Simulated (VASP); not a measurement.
# HfN: electric field gradients with PBE

HfN:

```xyz
2
Lattice="0.0000 2.3001 2.3001 2.3001 0.0000 2.3001 2.3001 2.3001 0.0000" Properties=species:S:1:pos:R:3 pbc="T T T"
Hf    0.0000    0.0000    0.0000
N     2.3001    2.3001    2.3001
```

This cell differs from its parent crystal: volume scaled by 1.06.

- Program: VASP 6.6.1
- Task: electric field gradients
- Functional: PBE
- Potentials or basis: VASP PAW PBE potentials, release 64 (Hf_pv, N)
- Cutoff: 520 eV
- k mesh: 16 × 16 × 16
- Occupations: fermi-dirac, width 0.05 eV
- Spin: no spin polarisation
- Dipole correction: no
- Further INCAR settings: ALGO = Normal; EDIFF = 1e-08; NBANDS = 14

- Pressure: -10.6 GPa

Levels at points of the mesh, in eV from the Fermi level:
```
           k point  band 4  band 5  band 6  band 7  band 8  band 9  band 10  band 11  band 12  band 13
(0.00, 0.00, 0.00)  -17.19   -2.96   -2.96   -2.96   -0.32   -0.32    -0.32     1.30     1.84     1.84
(0.50, 0.00, 0.00)  -14.76   -8.57   -5.91   -5.91    3.04    3.43     3.43     4.15     8.20     8.20
(0.50, 0.50, 0.00)  -16.12   -5.40   -3.66   -3.66   -3.57    3.81     4.98     5.11     5.11     7.32
```

It took 15 s on 1 thread of Intel(R) Xeon(R) 6975P-C (Granite Rapids), on a shared host, peak memory 0.17 GiB.

Caveat: without QUAD_EFG the Cq values of the log hold for a quadrupole moment of 1 mb, not for the nuclei; spin-orbit coupling is left out, which moves the levels of the heavy elements.
